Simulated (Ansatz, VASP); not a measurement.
Given: the input of a run of Ansatz 0.2.0 on CdS.

The input input.yaml:

```yaml
crystal:
  lattice:
    - [0.0, 2.753244, 2.753244]
    - [2.753244, 0.0, 2.753244]
    - [2.753244, 2.753244, 0.0]
  atoms:
    - { symbol: Cd, position: [0.0, 0.0, 0.0] }
    - { symbol: S, position: [0.5, 0.5, 0.5] }
hamiltonian:
  xc: { exchange: pbe, correlation: pbe, exx: { coeff: 0.25, omega: 0.2 } }
  pseudopotentials: { kind: paw }
kpoints:
  mp_grid: { grid: [4, 4, 4] }
scf:
  occupations: { method: fermi_dirac, width: 0.05 }
output:
  forces: true
  stress: true
  eigenvalues: true
```

Potentials or basis: Ansatz PAW.

Command:

```console
$ ansatz run input.yaml --threads 2 --pin off --max-ram 5632MiB --backend cpu --events-out ev --progress --plain --runs-dir out
```

Q: Set up the same calculation for VASP 6.6.1. Potentials there: VASP PAW PBE potentials, release 64 (Cd, S).

A: As run (the cutoff follows the program's own potentials):

File POSCAR:

```
CdS
1.0
    0.0000000000      2.7532440000      2.7532440000
    2.7532440000      0.0000000000      2.7532440000
    2.7532440000      2.7532440000      0.0000000000
Cd S
1 1
Direct
    0.0000000000      0.0000000000      0.0000000000
    0.5000000000      0.5000000000      0.5000000000
```

The input INCAR.step1:

```
ALGO = Normal
EDIFF = 1E-5
ENCUT = 520
GGA = PE
ISIF = 2
ISMEAR = -1
LASPH = True
LCHARG = False
LREAL = False
LWAVE = True
NBANDS = 16
NELM = 100
PREC = Accurate
SIGMA = 0.05
```

The input INCAR.step2:

```
AEXX = 0.25
ALGO = Normal
EDIFF = 1E-7
ENCUT = 520
GGA = PE
HFSCREEN = 0.2
ISIF = 2
ISMEAR = -1
ISTART = 1
LASPH = True
LCHARG = False
LHFCALC = True
LREAL = False
LWAVE = False
NBANDS = 16
NELM = 100
PREC = Accurate
PRECFOCK = Normal
SIGMA = 0.05
```

File KPOINTS:

```
k-points
0
Gamma
  4 4 4
```

Potentials or basis: VASP PAW PBE potentials, release 64 (Cd, S).

Command:

```bash
$ cat potpaw_PBE.64/Cd/POTCAR potpaw_PBE.64/S/POTCAR > POTCAR
$ cp INCAR.step1 INCAR
$ mpirun -np 1 vasp_std > vasp.out
$ cp INCAR.step2 INCAR
$ mpirun -np 1 vasp_std > vasp.out
```

Both were run:

|  | VASP | Ansatz | Ansatz less VASP |
| --- | --- | --- | --- |
| gap on the k mesh at the Fermi level (eV) | 1.23 | 1.25 | +0.015 |
| least direct gap on the mesh (eV) | 2.57 | 2.59 | +0.027 |
| pressure (GPa) | -1.5 | -1.9 | -0.36 |

VASP's potentials were made for PBE, not for PBE-based screened hybrid. VASP's potentials hold 18 valence electrons a cell and Ansatz's 26, so a difference there can come from the potentials and not from the codes.

The k mesh is coarse, so the values compare programs but aren't converged.
